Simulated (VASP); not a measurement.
Here is a VASP 6.6.1 calculation.

Contents of INCAR:

```
SYSTEM = Sc
PREC = Accurate
ENCUT = 520
EDIFF = 1E-6
ISMEAR = -1
SIGMA = 0.05
LREAL = .FALSE.
LASPH = .TRUE.
NELM = 100
ALGO = Normal
ISIF = 2
LWAVE = .FALSE.
LCHARG = .FALSE.
GGA = PS
NBANDS = 18
```

File KPOINTS:

```
Automatic mesh
0
G
  13 13 13
  0 0 0
```

File POSCAR:

```
Sc
1.0
    0.0000000000      2.3560852075      2.3560852075
    2.3560852075      0.0000000000      2.3560852075
    2.3560852075      2.3560852075      0.0000000000
Sc
2
Direct
   -0.1250000000     -0.1250000000     -0.1250000000
    0.1250000000      0.1250000000      0.1250000000
```

Potentials or basis: VASP PAW PBE potentials, release 64 (Sc_sv).

Command:

```bash
$ cat potpaw_PBE.64/Sc_sv/POTCAR > POTCAR
$ mpirun -np 1 vasp_std > vasp.out
```

Question: What does it give for the band gap on the k mesh?

Answer: Zero (band 11 reaches 8.39 eV, above the bottom of band 12 at 7.75 eV).

Question: Estimate the pressure.

Answer: 63.2 GPa.

Caveat: the PAW data sets were made with another functional, which shifts forces and pressure a little.
